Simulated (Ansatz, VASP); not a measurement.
## AlP: VASP beside Ansatz

```xyz
2
Lattice="0.0000 2.7346 2.7346 2.7346 0.0000 2.7346 2.7346 2.7346 0.0000" Properties=species:S:1:pos:R:3 pbc="T T T"
Al    0.0000    0.0000    0.0000
P     4.1019    4.1019    4.1019
```

Alike in both runs: task single point; functional RPBE; k mesh 8 × 8 × 8; occupations gaussian, width 0.05 eV; no spin polarisation.

|  | VASP | Ansatz |
| --- | --- | --- |
| version | VASP 6.6.1 | Ansatz 0.2.0 |
| potentials or method | VASP PAW PBE potentials, release 64 (Al, P), cutoff 500 eV | scalar-relativistic, plane waves, PAW |
| valence electrons in the cell | 8 | 8 |

|  | VASP | Ansatz | Ansatz less VASP |
| --- | --- | --- | --- |
| gap on the k mesh at the Fermi level (eV) | 1.67 | 1.67 | +0.004 |
| least direct gap on the mesh (eV) | 3.40 | 3.40 | 0.000 |
| pressure (GPa) | 3.2 | 3.5 | +0.25 |

VASP's potentials were made for PBE, not for RPBE.
